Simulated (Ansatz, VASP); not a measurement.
One calculation of SnGe3Te4, two programs

```
Sn Ge Te
1.0
     4.30472    2.48533    3.73375
    -4.30472    2.48533    3.73375
     0.00000   -4.97067    3.73375
Sn Ge Te
1 3 4
Direct
  0.50867 0.50867 0.50867
  0.98927 0.49024 0.98927
  0.49024 0.98927 0.98927
  0.98927 0.98927 0.49024
  0.52933 0.02072 0.52933
  0.02072 0.52933 0.52933
  0.02719 0.02719 0.02719
  0.52933 0.52933 0.02072
```

Alike in both runs: functional PBE; k mesh 6 × 6 × 6; occupations gaussian, width 0.01 eV; no spin polarisation.

Ansatz relaxed the structure, and its values are those at the end. VASP's run is a single point on that final structure, the one shown.

|  | VASP | Ansatz |
| --- | --- | --- |
| version | VASP 6.6.1 | Ansatz 0.2.0 |
| potentials or method | VASP PAW PBE potentials, release 64 (Sn_d, Ge_d, Te), cutoff 520 eV | scalar-relativistic, plane waves, PAW |
| valence electrons in the cell | 80 | 120 |

Ansatz gave:

| Item | Value |
| --- | --- |
| gap on the k mesh at the Fermi level (eV) | 0.14 |
| least direct gap on the mesh (eV) | 0.14 |
| pressure (GPa) | 0.0 |
| rms of the force components (eV/Å) | 0.002 |

Estimate VASP's values.

gap on the k mesh at the Fermi level (eV): 0.14; least direct gap on the mesh (eV): 0.14; pressure (GPa): 0.0; rms of the force components (eV/Å): 0.006.

VASP's potentials hold 80 valence electrons a cell and Ansatz's 120, so a difference there can come from the potentials and not from the codes.

Neither program's run includes spin-orbit coupling.
